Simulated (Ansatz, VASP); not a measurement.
**HgTe: VASP beside Ansatz**

```xyz
2
Lattice="0.0000 3.2145 3.2145 3.2145 0.0000 3.2145 3.2145 3.2145 0.0000" Properties=species:S:1:pos:R:3 pbc="T T T"
Hg    0.0000    0.0000    0.0000
Te    4.8217    4.8217    4.8217
```

Alike in both runs: task single point; functional HSE06; k mesh 4 × 4 × 4; occupations fermi-dirac, width 0.05 eV; no spin polarisation.

|  | VASP | Ansatz |
| --- | --- | --- |
| version | VASP 6.6.1 | Ansatz 0.2.0 |
| potentials or method | VASP PAW PBE potentials, release 64 (Hg, Te) | Ansatz PAW |
| plane-wave cutoff (eV) | 520 | 420 |
| valence electrons in the cell | 18 | 36 |

|  | VASP | Ansatz | Ansatz less VASP |
| --- | --- | --- | --- |
| gap on the k mesh at the Fermi level (eV) | none | none | - |
| pressure (GPa) | 3.4 | 3.4 | -0.01 |

A gap of «none» marks a metal or a gap that the smearing closes. With one functional, cell and mesh, what is left measures potentials, basis and numerics. VASP's potentials hold 18 valence electrons a cell and Ansatz's 36, so a difference there can come from the potentials and not from the codes.

The k mesh is coarse, so the values compare programs but aren't converged. Neither program's run includes spin-orbit coupling.
